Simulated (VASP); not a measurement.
# Ba (Pm-3m) in VASP: further runs, part 2 of 2

VASP 6.6.1. The steps go on from the part before.

### 3 Single point, RPBE

This run uses another cell than the first one, of 66.23 Å³/atom.

INCAR reads:

```
ALGO     = Normal         # electronic algorithm
EDIFF    = 1E-6           # SCF threshold, eV
ENCUT    = 520            # plane-wave cutoff, eV
GGA      = RP             # functional
ISIF     = 2              # what is computed and relaxed
ISMEAR   = 0              # smearing method
LASPH    = T              # aspherical terms in the spheres
LCHARG   = F              # write CHGCAR
LREAL    = F              # projectors in reciprocal space
LWAVE    = F              # write WAVECAR
NBANDS   = 11             # bands
NELM     = 60             # most SCF steps
PREC     = Accurate       # precision mode
SIGMA    = 0.1            # smearing width, eV
```

KPOINTS reads:

```
k-points
0
Gamma
  6 6 6
```

POSCAR reads:

```
Ba
1.0
    4.0459696434      0.0000000000      0.0000000000
    0.0000000000      4.0459696434      0.0000000000
    0.0000000000      0.0000000000      4.0459696434
Ba
1
Direct
    0.0000000000      0.0000000000      0.0000000000
```

Potentials or basis: VASP PAW PBE potentials, release 64 (Ba_sv).

Started as:

```
$ cat potpaw_PBE.64/Ba_sv/POTCAR > POTCAR
$ mpirun -np 1 vasp_std > vasp.out
```

OUTCAR:

```text
EDIFF = 1E-6
   ENCUT = 520
   GGA = RP
   ISIF = 2
   ISMEAR = 0
   LASPH = T
   LREAL = F
   NELM = 60
   PREC = Accurate

 ion  position               nearest neighbor table
   1  0.000  0.000  0.000-

  LATTYP: Found a simple cubic cell.
 ALAT       =     4.0459696434

  Lattice vectors:

 A1 = (   4.0459696434,   0.0000000000,   0.0000000000)
 A2 = (   0.0000000000,   4.0459696434,   0.0000000000)
 A3 = (   0.0000000000,   0.0000000000,   4.0459696434)

Analysis of symmetry for initial positions (statically):
=====================================================================
 Subroutine PRICEL returns:
 Original cell was already a primitive cell.

 Routine SETGRP: Setting up the symmetry group for a
 simple cubic supercell.

 Subroutine GETGRP returns: Found 48 space group operations
 (whereof 48 operations were pure point group operations)
 out of a pool of 48 trial point group operations.

The static configuration has the point symmetry O_h .

Analysis of symmetry for dynamics (positions and initial velocities):
[... 162 lines left out ...]
  band No.  band energies     occupation
      1     -27.7678      2.00000
      2     -12.6780      2.00000
      3     -12.6780      2.00000
      4     -12.6780      2.00000
      5      -1.0061      2.00000
      6       1.6657      0.35454
      7       1.6657      0.35454
      8       6.0387      0.00000
      9       6.0387      0.00000
     10       6.0387      0.00000
     11       8.7281      0.00000
[... 253 lines left out ...]
 k-point    20 :       0.5000    0.5000    0.5000
  band No.  band energies     occupation
      1     -27.6401      2.00000
      2     -13.0876      2.00000
      3     -13.0876      2.00000
      4     -13.0876      2.00000
      5       1.5502      1.52058
      6       1.5502      1.52058
      7       1.5502      1.52058
      8       5.3318      0.00000
      9       7.5131      0.00000
     10       7.6073      0.00000
     11       7.7475      0.00000

------------------------ aborting loop because EDIFF is reached ----------------------------------------

  FORCE on cell =-STRESS in cart. coord.  units (eV):
  Direction    XX          YY          ZZ          XY          YZ          ZX
  --------------------------------------------------------------------------------------
  -------------------------------------------------------------------------------------
  Total        0.0431030      0.0431030      0.0431030      0.0000000     -0.0000000      0.0000000
  in kB        1.0426784      1.0426784      1.0426784      0.0000000     -0.0000000      0.0000000
  external PRESSURE =       1.0426784 kB  Pullay stress =       0.0000000 kB

 VOLUME and BASIS-vectors are now :
 -----------------------------------------------------------------------------
  energy-cutoff  :      520.00
  volume of cell :       66.23
      direct lattice vectors                 reciprocal lattice vectors
     4.045969643  0.000000000  0.000000000     0.247159541  0.000000000  0.000000000
     0.000000000  4.045969643  0.000000000     0.000000000  0.247159541  0.000000000
     0.000000000  0.000000000  4.045969643     0.000000000  0.000000000  0.247159541

 POSITION                                       TOTAL-FORCE (eV/Angst)
 -----------------------------------------------------------------------------------
      0.00000      0.00000      0.00000         0.000000      0.000000      0.000000
 -----------------------------------------------------------------------------------
    total drift:                                0.000000      0.000000     -0.000000

  FREE ENERGIE OF THE ION-ELECTRON SYSTEM (eV)
  ---------------------------------------------------
  free  energy   TOTEN  =        -1.3613486752 eV

  energy  without entropy=       -1.3549932114  energy(sigma->0) =       -1.35817094
```

OSZICAR:

```text
N       E                     dE             d eps       ncg     rms          rms(c)
DAV:   1     0.557344669459E+02    0.55734E+02   -0.39890E+03   440   0.727E+02
DAV:   2     0.146895483243E+01   -0.54266E+02   -0.53092E+02   542   0.136E+02
DAV:   3    -0.125112945654E+01   -0.27201E+01   -0.27068E+01   546   0.320E+01
DAV:   4    -0.134374923155E+01   -0.92620E-01   -0.92218E-01   582   0.524E+00
DAV:   5    -0.134617830845E+01   -0.24291E-02   -0.24289E-02   597   0.698E-01    0.179E+00
DAV:   6    -0.135330091902E+01   -0.71226E-02   -0.66349E-03   550   0.710E-01    0.107E+00
DAV:   7    -0.136064311749E+01   -0.73422E-02   -0.18976E-02   542   0.134E+00    0.903E-02
DAV:   8    -0.136133641777E+01   -0.69330E-03   -0.12775E-03   584   0.256E-01    0.438E-02
DAV:   9    -0.136134704214E+01   -0.10624E-04   -0.33962E-05   575   0.431E-02    0.756E-03
DAV:  10    -0.136134891341E+01   -0.18713E-05   -0.45989E-06   551   0.152E-02    0.204E-03
DAV:  11    -0.136134867517E+01    0.23824E-06   -0.50005E-07   331   0.667E-03
   1 F= -.13613487E+01 E0= -.13581709E+01  d E =-.635546E-02
```

Run time: 9.2 s. Hardware: 1 thread of Intel Xeon 8259CL, shared host; peak memory 0.17 GiB.

Results:

```
Free energy            : -1.3613 eV
Pressure               : 0.1 GPa
Band gap on the k mesh : zero (bands 5 and 6 overlap by 0.02 eV)
```

Caveat: the PAW data sets were made with another functional, which shifts forces and pressure a little; spin-orbit coupling is left out, which moves the levels of the heavy elements.

### 4 Relaxation of cell and atoms, RPBE

This run uses another cell than the first one, of 69.43 Å³/atom.

INCAR reads:

```
PREC = Accurate ; ENCUT = 600
EDIFF = 1E-7 ; ISMEAR = 0
SIGMA = 0.1 ; LREAL = False
LASPH = True ; NELM = 80
ALGO = Normal ; ISIF = 3
LWAVE = False ; LCHARG = False
GGA = RP ; IBRION = 2
NSW = 60 ; EDIFFG = -0.03
```

KPOINTS reads:

```
regular mesh
0
Gamma
  6 6 6
```

POSCAR reads:

```
Ba
1.0
    4.1100000000      0.0000000000      0.0000000000
    0.0000000000      4.1100000000      0.0000000000
    0.0000000000      0.0000000000      4.1100000000
Ba
1
Direct
    0.0000000000      0.0000000000      0.0000000000
```

Started as:

```
$ cat potpaw_PBE.64/Ba_sv/POTCAR > POTCAR
$ mpirun -np 1 vasp_std > vasp.out
```

Wall time 33 s (1 thread of Intel Xeon 8259CL, shared host); peak memory 0.21 GiB.

The run converged. Its results:

```yaml
Free_energy: -1.3621 eV
Relaxed_volume: 67.62 Å³/atom
Relaxed_cell: a = 4.074 Å, b = 4.074 Å, c = 4.074 Å, α = 90.00°, β = 90.00°, γ = 90.00°
Space_group_after_relaxing_to_0.1_Å: Pm-3m (No. 221)
Energy_gained_by_relaxing: 1.1 meV/atom
Ionic_steps: 3
Pressure_after_relaxing: 0.0 GPa
Band_gap_on_the_k_mesh: zero (filled and empty bands touch)
```

The path:
| step | energy change (eV) | largest force (eV/Å) | pressure (GPa) | volume (Å³) |
| --- | --- | --- | --- | --- |
| 1 | 0.0000 | 0.0000 | -0.17 | 69.43 |
| 2 | -0.0007 | 0.0000 | -0.11 | 68.68 |
| 3 | -0.0011 | 0.0000 | -0.03 | 67.62 |

Final structure:
```
CELL_PARAMETERS angstrom
4.07409 0.00000 0.00000
0.00000 4.07409 0.00000
0.00000 0.00000 4.07409
ATOMIC_POSITIONS crystal
Ba 0.00000 0.00000 0.00000
```

Levels at points of the mesh, in eV from the Fermi level:
| k point | band 2 | band 3 | band 4 | band 5 | band 6 | band 7 | band 8 | band 9 |
| --- | --- | --- | --- | --- | --- | --- | --- | --- |
| (0.00, 0.00, 0.00) | -14.31 | -14.31 | -14.31 | -2.59 | 0.08 | 0.08 | 4.36 | 4.36 |
| (0.50, 0.00, 0.00) | -14.84 | -14.26 | -14.26 | -0.78 | 0.51 | 0.61 | 2.39 | 2.39 |
| (0.50, 0.50, 0.00) | -14.77 | -14.77 | -14.22 | -0.91 | 0.60 | 2.83 | 2.83 | 2.91 |
| (0.50, 0.50, 0.50) | -14.70 | -14.70 | -14.70 | -0.03 | -0.03 | -0.03 | 3.72 | 5.77 |

Caveat: the PAW data sets were made with another functional, which shifts forces and pressure a little; spin-orbit coupling is left out, which moves the levels of the heavy elements.

### 5 Relaxation of cell and atoms, RPBE, target pressure 15 GPa, at which the enthalpy is minimised

This run uses another cell than the first one, of 69.43 Å³/atom.

INCAR reads:

```
ALGO = Normal
EDIFF = 1E-6
EDIFFG = -0.03
ENCUT = 600
GGA = RP
IBRION = 2
ISIF = 3
ISMEAR = 0
LASPH = T
LCHARG = F
LREAL = F
LWAVE = F
NELM = 60
NSW = 60
PREC = Accurate
PSTRESS = 150.0
SIGMA = 0.1
```

KPOINTS reads:

```
k-points
0
Gamma
  6 6 6
```

POSCAR is that of step 4.

Started as:

```
$ cat potpaw_PBE.64/Ba_sv/POTCAR > POTCAR
$ mpirun -np 1 vasp_std > vasp.out
```

It took 89 s on 1 thread of Intel Xeon 8259CL, shared host; peak memory 0.23 GiB.

The run converged. Its results:

- Free energy: -0.3907 eV
- Relaxed volume: 33.31 Å³/atom
- Relaxed cell: a = 3.218 Å, b = 3.218 Å, c = 3.218 Å, α = 90.00°, β = 90.00°, γ = 90.00°
- Space group after relaxing (to 0.1 Å): Pm-3m (No. 221)
- Energy change on relaxing (the run minimises the enthalpy): +970.2 meV/atom
- Ionic steps: 5
- Pressure after relaxing: 15.1 GPa
- Band gap on the k mesh: zero (bands 5 and 6 overlap by 1.46 eV)

Step by step:
```csv
step,energy change (eV),largest force (eV/Å),pressure (GPa),volume (Å³)
1,0.0000,0.0000,-0.17,69.43
2,3.2094,0.0000,67.58,22.11
3,0.8055,0.0000,12.48,35.23
4,0.8930,0.0000,13.81,34.17
5,0.9702,0.0000,15.08,33.31
```

Final structure:
```cif
data_structure
_symmetry_space_group_name_H-M 'P 1'
_symmetry_Int_Tables_number 1
_cell_length_a 3.2175
_cell_length_b 3.2175
_cell_length_c 3.2175
_cell_angle_alpha 90.000
_cell_angle_beta 90.000
_cell_angle_gamma 90.000
_cell_volume 33.31
loop_
_atom_site_label
_atom_site_type_symbol
_atom_site_fract_x
_atom_site_fract_y
_atom_site_fract_z
_atom_site_occupancy
Ba1 Ba 0.00000 0.00000 0.00000 1
```

Levels at points of the mesh, in eV from the Fermi level:
| k point | band 2 | band 3 | band 4 | band 5 | band 6 | band 7 | band 8 | band 9 |
| --- | --- | --- | --- | --- | --- | --- | --- | --- |
| (0.00, 0.00, 0.00) | -12.74 | -12.74 | -12.74 | -2.28 | -0.83 | -0.83 | 8.56 | 8.56 |
| (0.50, 0.00, 0.00) | -15.94 | -12.36 | -12.36 | 0.25 | 0.27 | 2.61 | 3.70 | 3.70 |
| (0.50, 0.50, 0.00) | -15.37 | -15.37 | -12.02 | -2.90 | 1.60 | 4.78 | 4.78 | 6.72 |
| (0.50, 0.50, 0.50) | -14.86 | -14.86 | -14.86 | -1.21 | -1.21 | -1.21 | 3.97 | 12.34 |

Caveat: the cell is relaxed towards a set pressure, so the run minimises the enthalpy, not the energy; the volume moved by over 15 % at a fixed basis, so the end points are rough; the PAW data sets were made with another functional, which shifts forces and pressure a little; spin-orbit coupling is left out, which moves the levels of the heavy elements.

### 6 The runs side by side

| task | cell | cutoff (eV) | gap on the mesh (eV) | pressure (GPa) |
| --- | --- | --- | --- | --- |
| single point | a = 3.162 Å, 1 atom | 520 | none | 18.2 |
| single point | a = 4.046 Å, 1 atom | 520 | none | 0.1 |
| relaxation of cell and atoms | relaxed from a = 4.110 Å, 1 atom | 600 | none | 0.0 |
| relaxation of cell and atoms | relaxed to 15 GPa from a = 4.110 Å, 1 atom | 600 | none | 15.1 |

Alike in all rows: level RPBE; potentials or basis VASP PAW PBE potentials, release 64 (Ba_sv); no spin polarisation; k mesh 6 × 6 × 6; smearing gaussian 0.1 eV.

Caveats: the PAW data sets were made with another functional, which shifts forces and pressure a little; spin-orbit coupling is left out, which moves the levels of the heavy elements; the cell stands under pressure (at least some runs); the cell is relaxed towards a set pressure, so the run minimises the enthalpy, not the energy (at least some runs); the volume moved by over 15 % at a fixed basis, so the end points are rough (at least some runs).

Total energies depend on the potentials used, so only differences within one code and one set of settings carry meaning.
